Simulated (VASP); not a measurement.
CoRu3:

```
Co Ru
1.0
     2.58295    0.00000    0.00000
    -1.29148    2.23690    0.00000
     0.00000    0.00000    8.75320
Co Ru
1 3
Direct
  0.33333 0.66667 0.00000
  0.33333 0.66667 0.50000
  0.66667 0.33333 0.25000
  0.66667 0.33333 0.75000
```

```yaml
Program: VASP 6.6.1
Task: relaxation of cell and atoms
Functional: PBE
Potentials_or_basis: VASP PAW PBE potentials, release 64 (Co, Ru_pv)
Cutoff: 600 eV
k_mesh: 6 × 6 × 2
Occupations: gaussian, width 0.1 eV
Spin: collinear spin, ferromagnetic start
Starting_moments: "[3.0, 0.0, 0.0, 0.0] μB"
```

At the start: pressure 16.8 GPa; volume 12.64 Å³/atom.

How do energy, volume and symmetry change on relaxing?

Over 8 steps the energy falls by 108.9 meV/atom and the volume is 13.20 Å³/atom (+4.4 %); space group P-6m2 (No. 187, to 0.1 Å) before and after; moment 1.62 μB per cell.

The path:
```csv
step,energy change (eV),largest force (eV/Å),pressure (GPa),volume (Å³)
1,0.0000,0.3919,16.82,50.57
2,0.3944,0.1448,-26.61,60.56
3,-0.3588,0.1508,-6.77,54.35
4,-0.3599,0.1606,-5.84,54.16
5,-0.3849,0.5789,5.71,51.93
6,-0.4256,0.3941,0.09,52.90
7,-0.4341,0.1579,-0.06,52.83
8,-0.4357,0.0004,-0.14,52.79
```

Final structure:
```
Co Ru
1.0
     2.69615    0.00000    0.00000
    -1.34807    2.33493    0.00000
     0.00000    0.00000    8.38584
Co Ru
1 3
Direct
  0.33333 0.66667 0.00000
  0.33333 0.66667 0.50000
  0.66667 0.33333 0.24561
  0.66667 0.33333 0.75439
```

Caveat: the k points lie up to 0.45 Å⁻¹ apart in the final cell.
